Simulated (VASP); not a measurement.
# AlN (F-43m) in VASP: notebook

AlN is run at these levels: PBE, r2SCAN; tasks: single point, relaxation of cell and atoms.

Everything below comes from runs of VASP 6.6.1. Logs are shortened: lines on timing, memory, paths and dates and some standing lists are left out, and cuts for length are marked.

### Step 1. The cell of the first run

It takes space group F-43m (No. 216, cubic). Conventional cell: a = 4.370 Å, b = 4.370 Å, c = 4.370 Å, α = 90.00°, β = 90.00°, γ = 90.00°. Within 2.5 Å of Al (site symmetry -43m) lie 4 N at 1.89 Å. Within 2.5 Å of N (site symmetry -43m) lie 4 Al at 1.89 Å.

### Step 2. Single point, PBE

INCAR reads:

```
SYSTEM = AlN
  ALGO = Normal
  EDIFF = 1E-6
  ENCUT = 520
  GGA = PE
  ISIF = 2
  ISMEAR = 0
  LASPH = .TRUE.
  LCHARG = .TRUE.
  LELF = .TRUE.
  LREAL = .FALSE.
  LVHAR = .TRUE.
  LWAVE = .FALSE.
  NBANDS = 11
  NELM = 80
  PREC = Accurate
  SIGMA = 0.01
```

KPOINTS reads:

```
k-points
0
G
  6 6 6
  0 0 0
```

POSCAR reads:

```
AlN
1.0
    0.0000000000      2.1848764218      2.1848764218
    2.1848764218      0.0000000000      2.1848764218
    2.1848764218      2.1848764218      0.0000000000
Al N
1 1
Direct
    0.0000000000      0.0000000000      0.0000000000
    0.2500000000      0.2500000000      0.2500000000
```

Potentials or basis: VASP PAW PBE potentials, release 64 (Al, N).

Command:

```sh
$ cat potpaw_PBE.64/Al/POTCAR potpaw_PBE.64/N/POTCAR > POTCAR
$ mpirun -np 1 vasp_std > vasp.out
```

OUTCAR:

```text
SYSTEM = AlN
   EDIFF = 1E-6
   ENCUT = 520
   GGA = PE
   ISIF = 2
   ISMEAR = 0
   LASPH = .TRUE.
   LREAL = .FALSE.
   NELM = 80
   PREC = Accurate

 ion  position               nearest neighbor table
   1  0.000  0.000  0.000-   2 1.89   2 1.89   2 1.89   2 1.89
   2  0.250  0.250  0.250-   1 1.89   1 1.89   1 1.89   1 1.89

  LATTYP: Found a face centered cubic cell.
 ALAT       =     4.3697528436

  Lattice vectors:

 A1 = (   0.0000000000,   2.1848764218,   2.1848764218)
 A2 = (   2.1848764218,   0.0000000000,   2.1848764218)
 A3 = (   2.1848764218,   2.1848764218,   0.0000000000)

Analysis of symmetry for initial positions (statically):
=====================================================================
 Subroutine PRICEL returns:
 Original cell was already a primitive cell.

 Routine SETGRP: Setting up the symmetry group for a
 face centered cubic supercell.

 Subroutine GETGRP returns: Found 24 space group operations
 (whereof 24 operations were pure point group operations)
 out of a pool of 48 trial point group operations.

The static configuration has the point symmetry T_d .

Analysis of symmetry for dynamics (positions and initial velocities):
=====================================================================
 Subroutine PRICEL returns:
 Original cell was already a primitive cell.

 Routine SETGRP: Setting up the symmetry group for a
 face centered cubic supercell.

 Subroutine GETGRP returns: Found 24 space group operations
 (whereof 24 operations were pure point group operations)
 out of a pool of 48 trial point group operations.

The dynamic configuration has the point symmetry T_d .

 Subroutine INISYM returns: Found 24 space group operations
 (whereof 24 operations are pure point group operations),
 and found     1 'primitive' translations

----------------------------------------------------------------------------------------

                                     Primitive cell

  volume of cell :      20.8598

  direct lattice vectors                    reciprocal lattice vectors
     0.000000000  2.184876422  2.184876422    -0.228845895  0.228845895  0.228845895
     2.184876422  0.000000000  2.184876422     0.228845895 -0.228845895  0.228845895
     2.184876422  2.184876422  0.000000000     0.228845895  0.228845895 -0.228845895

  length of vectors
     3.089881868  3.089881868  3.089881868     0.396372717  0.396372717  0.396372717

  position of ions in fractional coordinates (direct lattice)
     0.000000000  0.000000000  0.000000000
     0.250000000  0.250000000  0.250000000

  ion indices of the primitive-cell ions
   primitive index   ion index
                 1           1
                 2           2

----------------------------------------------------------------------------------------

 KPOINTS: k-points

Automatic generation of k-mesh.
 Grid dimensions read from file:
 generate k-points for:    6    6    6

 Generating k-lattice:

  Cartesian coordinates                     Fractional coordinates (reciprocal lattice)
    -0.038140982  0.038140982  0.038140982     0.166666667  0.000000000  0.000000000
     0.038140982 -0.038140982  0.038140982     0.000000000  0.166666667  0.000000000
     0.038140982  0.038140982 -0.038140982     0.000000000  0.000000000  0.166666667

  Length of vectors
     0.066062120  0.066062120  0.066062120

  Shift w.r.t. Gamma in fractional coordinates (k-lattice)
     0.000000000  0.000000000  0.000000000

 Subroutine IBZKPT returns following result:
 ===========================================

 Found     16 irreducible k-points:

 Following reciprocal coordinates:
            Coordinates               Weight
  0.000000  0.000000  0.000000      1.000000
  0.166667  0.000000  0.000000      8.000000
  0.333333  0.000000  0.000000      8.000000
  0.500000  0.000000  0.000000      4.000000
  0.166667  0.166667  0.000000      6.000000
  0.333333  0.166667  0.000000     24.000000
[... 8 lines left out ...]
 -0.333333  0.333333  0.166667     24.000000
 -0.333333  0.500000  0.166667     12.000000
   k-points           NKPTS =     16   k-points in BZ     NKDIM =     16   number of bands    NBANDS=     11
   number of dos      NEDOS =    301   number of ions     NIONS =      2
   total plane-waves  NPLWV =  13824
   dimension x,y,z NGX =    24 NGY =   24 NGZ =   24
   dimension x,y,z NGXF=    48 NGYF=   48 NGZF=   48
   ions per type =               1   1
   NGX,Y,Z   is equivalent  to a cutoff of  12.91, 12.91, 12.91 a.u.
   NGXF,Y,Z  is equivalent  to a cutoff of  25.83, 25.83, 25.83 a.u.
 SYSTEM =  AlN
   PREC   = accura    normal or accurate (medium, high low for compatibility)
   ISTART =      0    job   : 0-new  1-cont  2-samecut
   ICHARG =      2    charge: 1-file 2-atom 10-const
   ISPIN  =      1    spin polarized calculation?
   LNONCOLLINEAR =      F non collinear calculations
   LSORBIT =      F    spin-orbit coupling
   LASPH  =      T    aspherical Exc in radial PAW
   ENCUT  =  520.0 eV  38.22 Ry    6.18 a.u.   5.75  5.75  5.75*2*pi/ulx,y,z
   NELM   =     80;   NELMIN=  2; NELMDL= -5     # of ELM steps
   EDIFF  = 0.1E-05   stopping-criterion for ELM
   LREAL  =      F    real-space projection
   EDIFFG = 0.1E-04   stopping-criterion for IOM
   NSW    =      0    number of steps for IOM
   IBRION =     -1    ionic relax: 0-MD 1-quasi-New 2-CG
   NFREE  =      0    steps in history (QN), initial steepest desc. (CG)
   ISIF   =      2    stress and relaxation
   ISYM   =      2    0-nonsym 1-usesym 2-fastsym
   POTIM  = 0.5000    time-step for ionic-motion
   TEBEG  =    0.0;   TEEND  =   0.0 temperature during run
   PSTRESS=    0.0 pullay stress
   NELECT =       8.0000    total number of electrons
   NUPDOWN=      -1.0000    fix difference up-down
   EMIN   =  10.00;   EMAX   =-10.00  energy-range for DOS
   EFERMI =   0.00;   METHOD = LEGACY
   ISMEAR =     0;   SIGMA  =   0.01  broadening in eV -4-tet -1-fermi 0-gaus
   EFERMI_NEDOS =   21; number of points for ismear=-14 and -15
   IALGO  =     38    algorithm
   IMIX   =      4    mixing-type and parameters
     AMIX     =   0.40;   BMIX     =  1.00
     AMIX_MAG =   1.60;   BMIX_MAG =  1.00
  volume/ion in A,a.u.               =      10.43        70.38
  Fermi-wavevector in a.u.,A,eV,Ry     =   1.189418  2.247675 19.248378  1.414716
  Thomas-Fermi vector in A             =   2.325526
   LORBIT       =      0    0 simple, 1 ext, 2 COOP (PROOUT), +10 PAW based schemes
   GGA     = PE    functional components
   LHFCALC =     F    Hartree Fock is set to
   AEXX    =    0.0000 exact exchange contribution
   IVDW    =     0    specifies the selected vdW correction
   LEPSILON=     F    determine dielectric tensor
   LRPA    =     F    only Hartree local field effects (RPA)
 non-spin polarized calculation
 Gauss-broadening in eV      SIGMA  =   0.01
  energy-cutoff  :      520.00
  volume of cell :       20.86
 maximum number of plane-waves:       588
   NGX = 11   NGY = 11   NGZ = 11

 number of electron       8.0000000 magnetization

 Free energy of the ion-electron system (eV)
  ---------------------------------------------------
  ext. energy  EPLUGINS =         0.00000000
  ---------------------------------------------------
  free energy    TOTEN  =       -14.83935722 eV

  energy without entropy =      -14.83935722  energy(sigma->0) =      -14.83935722

 E-fermi :   6.0030     XC(G=0): -10.9278

 val. band max:        5.9609189508   @ k =   0.0000   0.0000   0.0000
 cond. band min:       9.2760870939   @ k =   0.5000   0.5000   0.0000
 fundamental gap:      3.3151681431
 Fermi energy:         6.0029728692

 k-point     1 :       0.0000    0.0000    0.0000
  band No.  band energies     occupation
      1      -9.0133      2.00000
      2       5.9609      2.00000
      3       5.9609      2.00000
      4       5.9609      2.00000
      5      10.1452      0.00000
      6      18.5073      0.00000
      7      18.5073      0.00000
      8      18.5073      0.00000
      9      23.6379      0.00000
     10      23.6379      0.00000
     11      25.0376      0.00000

 k-point     2 :       0.1667    0.0000    0.0000
  band No.  band energies     occupation
      1      -8.6163      2.00000
      2       4.1088      2.00000
      3       5.8288      2.00000
      4       5.8288      2.00000
      5      11.5669      0.00000
      6      17.5962      0.00000
      7      18.6741      0.00000
      8      18.6741      0.00000
      9      21.8367      0.00000
     10      21.8367      0.00000
     11      23.6097      0.00000

 k-point     3 :       0.3333    0.0000    0.0000
  band No.  band energies     occupation
      1      -7.6318      2.00000
      2       1.4152      2.00000
      3       5.5899      2.00000
      4       5.5899      2.00000
      5      12.9587      0.00000
      6      16.3510      0.00000
      7      17.6826      0.00000
      8      17.6826      0.00000
      9      23.2856      0.00000
     10      23.4731      0.00000
     11      23.4731      0.00000

 k-point     4 :       0.5000    0.0000    0.0000
  band No.  band energies     occupation
      1      -6.9684      2.00000
      2       0.1111      2.00000
      3       5.4813      2.00000
      4       5.4813      2.00000
      5      13.3280      0.00000
      6      15.8166      0.00000
      7      17.0979      0.00000
      8      17.0979      0.00000
      9      23.9308      0.00000
     10      26.0423      0.00000
     11      26.0423      0.00000
[... 127 lines left out ...]
 k-point    14 :       0.5000    0.3333    0.1667
  band No.  band energies     occupation
      1      -6.9318      2.00000
      2       1.6495      2.00000
      3       3.6461      2.00000
      4       4.7439      2.00000
      5      12.3871      0.00000
      6      16.4101      0.00000
      7      16.8343      0.00000
      8      19.4417      0.00000
      9      21.6955      0.00000
     10      25.9010      0.00000
     11      29.0456      0.00000

 k-point    15 :      -0.3333    0.3333    0.1667
  band No.  band energies     occupation
      1      -6.4713      2.00000
      2       1.3399      2.00000
      3       3.0304      2.00000
      4       4.3152      2.00000
      5      12.4477      0.00000
      6      16.0283      0.00000
      7      18.0031      0.00000
      8      19.0484      0.00000
      9      22.7787      0.00000
     10      24.5449      0.00000
     11      29.9668      0.00000

 k-point    16 :      -0.3333    0.5000    0.1667
  band No.  band energies     occupation
      1      -6.2922      2.00000
      2       1.6507      2.00000
      3       3.1840      2.00000
      4       3.4619      2.00000
      5      11.2053      0.00000
      6      16.2658      0.00000
      7      18.9328      0.00000
      8      18.9693      0.00000
      9      22.5182      0.00000
     10      26.1621      0.00000
     11      30.5119      0.00000

------------------------ aborting loop because EDIFF is reached ----------------------------------------

  FORCE on cell =-STRESS in cart. coord.  units (eV):
  Direction    XX          YY          ZZ          XY          YZ          ZX
  --------------------------------------------------------------------------------------
  -------------------------------------------------------------------------------------
  Total        0.5628923      0.5628923      0.5628923      0.0000000      0.0000000      0.0000000
  in kB       43.2339805     43.2339805     43.2339805      0.0000000      0.0000000      0.0000000
  external PRESSURE =      43.2339805 kB  Pullay stress =       0.0000000 kB

 VOLUME and BASIS-vectors are now :
 -----------------------------------------------------------------------------
  energy-cutoff  :      520.00
  volume of cell :       20.86
      direct lattice vectors                 reciprocal lattice vectors
     0.000000000  2.184876422  2.184876422    -0.228845895  0.228845895  0.228845895
     2.184876422  0.000000000  2.184876422     0.228845895 -0.228845895  0.228845895
     2.184876422  2.184876422  0.000000000     0.228845895  0.228845895 -0.228845895

 POSITION                                       TOTAL-FORCE (eV/Angst)
 -----------------------------------------------------------------------------------
      0.00000      0.00000      0.00000        -0.000000      0.000000     -0.000000
      1.09244      1.09244      1.09244         0.000000     -0.000000      0.000000
 -----------------------------------------------------------------------------------
    total drift:                                0.000000      0.000000      0.000000

  FREE ENERGIE OF THE ION-ELECTRON SYSTEM (eV)
  ---------------------------------------------------
  free  energy   TOTEN  =       -14.8393572218 eV

  energy  without entropy=      -14.8393572218  energy(sigma->0) =      -14.83935722
```

It took 4.5 s on 1 thread of Intel Xeon 8259CL, shared host; peak memory 0.13 GiB.

Results:

```yaml
Free_energy: -14.8394 eV
Pressure: 4.3 GPa
Band_gap_on_the_k_mesh: 3.32 eV (least direct gap 4.18 eV)
```

Caveat: the cell stands under pressure; the structure was generated, so it needn't be the stable form of AlN. A k mesh can miss the band edges.

[end of part 1 of 3]
